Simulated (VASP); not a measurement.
# InAs: single point with PBEsol

Crystal: InAs.

```
CELL_PARAMETERS angstrom
0.00000 3.02900 3.02900
3.02900 0.00000 3.02900
3.02900 3.02900 0.00000
ATOMIC_POSITIONS crystal
In 0.00000 0.00000 0.00000
As 0.25000 0.25000 0.25000
```

| Quantity | Value |
| --- | --- |
| Program | VASP 6.6.1 |
| Task | single point |
| Functional | PBEsol |
| Potentials or basis | VASP PAW PBE potentials, release 64 (In_d, As) |
| Cutoff | 520 eV |
| k mesh | 10 × 10 × 10 |
| Occupations | gaussian, width 0.01 eV |
| Spin | non-collinear spin, zero start, spin-orbit coupling |
| Starting moments | [[0.0, 0.0, 0.0], [0.0, 0.0, 0.0]] μB |

```json
{
 "Pressure": "0.9 GPa",
 "Net moment": "0.00 μB per cell",
 "Valence electrons inside the program's atomic spheres": "In 11.47; As 2.80"
}
```

Moments on the atoms (μB; x, y, z):
```
In  0.00 0.00 0.00
As  0.00 0.00 0.00
```

Wall time 4 min on 1 thread of Intel(R) Xeon(R) 6975P-C (Granite Rapids) (shared host), peak memory 0.42 GiB.

Caveat: the PAW data sets were made with another functional, which shifts forces and pressure a little.
